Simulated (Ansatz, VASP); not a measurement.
## Mn in VASP and in Ansatz

The input INCAR:

```
  PREC = Accurate
  ENCUT = 520
  EDIFF = 1E-6
  ISMEAR = -1
  SIGMA = 0.05
  LREAL = False
  LASPH = True
  NELM = 150
  ALGO = Normal
  ISIF = 2
  LWAVE = False
  LCHARG = True
  ISPIN = 2
  MAGMOM = 1.408 -1.408
  LORBIT = 11
  LMAXMIX = 4
  LELF = True
  LVHAR = True
  NBANDS = 24
```

The input KPOINTS:

```
Automatic mesh
0
Gamma
  20 20 20
```

Contents of POSCAR:

```
Mn
1.0
    0.0000000000      2.2615917106      2.2615917106
    2.2615917106      0.0000000000      2.2615917106
    2.2615917106      2.2615917106      0.0000000000
Mn
2
Direct
    0.0000000000      0.0000000000      0.0000000000
    0.5000000000      0.5000000000      0.5000000000
```

Input for Ansatz:

```yaml
crystal:
  lattice:
    - [0.0, 2.2615917106, 2.2615917106]
    - [2.2615917106, 0.0, 2.2615917106]
    - [2.2615917106, 2.2615917106, 0.0]
  atoms:
    - { symbol: Mn, position: [0.0, 0.0, 0.0], spin: 1.408 }
    - { symbol: Mn, position: [0.5, 0.5, 0.5], spin: -1.408 }
hamiltonian:
  xc: lda
  pseudopotentials:
    kind: paw
    azcp:
      Mn: "pseudopotentials/Mn.paw.azcp"
basis:
  ecutwfc: 420
  fft_grid_basis: typed
kpoints:
  mp_grid: { grid: [20, 20, 20], shift: [0, 0, 0] }
magnetization:
  spin_polarized: true
scf:
  occupations: { method: fermi_dirac, width: 0.05 }
```

Alike in both runs: task single point; functional LDA; k mesh 20 × 20 × 20; occupations fermi-dirac, width 0.05 eV; collinear spin.

|  | VASP | Ansatz |
| --- | --- | --- |
| version | VASP 6.6.1 | Ansatz 0.2.0 |
| potentials or method | VASP PAW LDA potentials, release 64 (Mn_pv), cutoff 520 eV | plane waves (420 eV) with PAW, scalar-relativistic |
| valence electrons in the cell | 26 | 30 |

Ansatz gave:

| Property | Result |
| --- | --- |
| net moment per atom (μB) | 0.00 |
| size of the moment on the site where the two differ most (μB) | 1.39 |

Question: What did VASP give for the same quantities?

Answer: net moment per atom (μB): 0.00; size of the moment on the site where the two differ most (μB): 1.35.

Ansatz warns that its potentials were made for another functional, while VASP's fit it. LDA's correlation is that of Perdew and Zunger in VASP and of Perdew and Wang (1992) in Ansatz. Site moments also hang on the region over which each program counts them. VASP's potentials hold 26 valence electrons a cell and Ansatz's 30, so a difference there can come from the potentials and not from the codes.
